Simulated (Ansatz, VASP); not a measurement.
## Rh: VASP beside Ansatz

```xyz
1
Lattice="0.0000 1.9008 1.9008 1.9008 0.0000 1.9008 1.9008 1.9008 0.0000" Properties=species:S:1:pos:R:3 pbc="T T T"
Rh    0.0000    0.0000    0.0000
```

Alike in both runs: task single point; functional r2SCAN; k mesh 14 × 14 × 14; occupations methfessel-paxton of order 1, width 0.3 eV; no spin polarisation.

```csv
,VASP,Ansatz
version,VASP 6.6.1,Ansatz 0.2.0
potentials or method,"VASP PAW PBE potentials, release 64 (Rh_sv_GW), cutoff 680 eV","plane waves (500 eV) with PAW, scalar-relativistic"
valence electrons in the cell,17,17
```

```csv
,VASP,Ansatz,Ansatz less VASP
pressure (GPa),-0.4,-0.5,-0.06
```

VASP's potentials were made for PBE, not for r2SCAN.
